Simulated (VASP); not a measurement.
A run of VASP 6.6.1 is set up as follows.

INCAR

```
SYSTEM = C
ALGO = Normal
EDIFF = 1E-6
EDIFFG = -0.01
ENCUT = 520
GGA = PE
IBRION = 2
ISIF = 2
ISMEAR = -1
LASPH = .True.
LCHARG = .False.
LREAL = .False.
LWAVE = .False.
NELM = 100
NSW = 60
PREC = Accurate
SIGMA = 0.05
```

The input KPOINTS:

```
k-points
0
Gamma
  10 10 3
  0 0 0
```

The input POSCAR:

```
C
1.0
    2.4212160000      0.0000000000      0.0000000000
   -1.2106080000      2.0968345641      0.0000000000
    0.0000000000      0.0000000000      8.2371000000
C
8
Direct
    0.6666666667      0.3333333333      0.8437500000
    0.3333333333      0.6666666667      0.3437500000
    0.6666666667      0.3333333333      0.6562500000
    0.3333333333      0.6666666667      0.1562500000
    0.0000000000      0.0000000000      0.9062500000
    0.0000000000      0.0000000000      0.4062500000
    0.0000000000      0.0000000000      0.5937500000
    0.0000000000      0.0000000000      0.0937500000
```

Potentials or basis: VASP PAW PBE potentials, release 64 (C).

Command:

```bash
$ cat potpaw_PBE.64/C/POTCAR > POTCAR
$ mpirun -np 1 vasp_std > vasp.out
```

(1) What does it give for the energy gained by relaxing?

(2) What does it give for the band gap on the k mesh?

Results:

(1) 1.2 meV/atom.

(2) 4.91 eV.

Caveat: an odd mesh through Γ misses points on the zone boundary, where band edges can lie.
